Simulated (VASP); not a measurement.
LiNbO3:

```
Li Nb O
1.0
     2.64490    1.52703    4.61617
    -2.64490    1.52703    4.61617
     0.00000   -3.05407    4.61617
Li Nb O
2 2 6
Cartesian
  0.0000 0.0000 3.4621
  0.0000 0.0000 10.3864
  0.0000 0.0000 0.0000
  0.0000 0.0000 6.9243
  -0.5631 -1.5270 5.7702
  1.6040 0.2759 5.7702
  -1.0409 1.2512 5.7702
  0.5631 1.5270 8.0783
  -1.6040 -0.2759 8.0783
  1.0409 -1.2512 8.0783
```

```yaml
Program: VASP 6.6.1
Task: relaxation of cell and atoms
Functional: PBE
Potentials_or_basis: VASP PAW PBE potentials, release 64 (Li_sv, Nb_sv, O)
Cutoff: 600 eV
k_mesh: 6 × 6 × 6
Occupations: gaussian, width 0.02 eV
Spin: no spin polarisation
```

At the start: pressure -2.1 GPa; volume 11.19 Å³/atom.

Problem. How do energy, volume and symmetry change on relaxing?

Solution. Over 16 steps the energy falls by 7.8 meV/atom and the volume is 10.83 Å³/atom (-3.2 %); space group R-3c (No. 167, to 0.1 Å) before and after.

The path:
```
step  energy change (eV)  largest force (eV/Å)  pressure (GPa)  volume (Å³)
   1              0.0000                0.2314           -2.09       111.86
   2             -0.0236                0.3223            1.45       109.52
   3             -0.0236                0.3236            1.51       109.48
   4             -0.0446                0.2586            1.24       109.15
   5             -0.0761                0.0294            0.45       108.16
   6             -0.0763                0.0047            0.37       108.06
   7             -0.0774                0.0090           -0.22       108.42
   8             -0.0774                0.0113           -0.32       108.48
   9             -0.0779                0.0082           -0.02       108.36
  10             -0.0779                0.0073           -0.03       108.37
  11             -0.0779                0.0068           -0.03       108.37
  12             -0.0779                0.0065           -0.02       108.34
  13             -0.0779                0.0042            0.08       108.26
  14             -0.0779                0.0049            0.05       108.29
  15             -0.0779                0.0030            0.03       108.29
  16             -0.0779                0.0010           -0.01       108.29
```

Final structure:
```xyz
10
Lattice="2.6095 1.5066 4.5907 -2.6095 1.5066 4.5907 0.0000 -3.0132 4.5907" Properties=species:S:1:pos:R:3 pbc="T T T"
Li    0.0000    0.0000    3.4430
Li    0.0000    0.0000   10.3291
Nb    0.0000   -3.0132    4.5907
Nb    0.0000    0.0000    6.8860
O    -0.6249   -1.5066    5.7384
O     1.6172    0.2121    5.7384
O    -0.9923    1.2945    5.7384
O     0.6249    1.5066    8.0337
O    -1.6172   -0.2121    8.0337
O     0.9923   -1.2945    8.0337
```

Caveat: the cutoff is under 1.25 times the usual one of these potentials, so pressure, stress and relaxed cells hold a basis-set (Pulay) error.
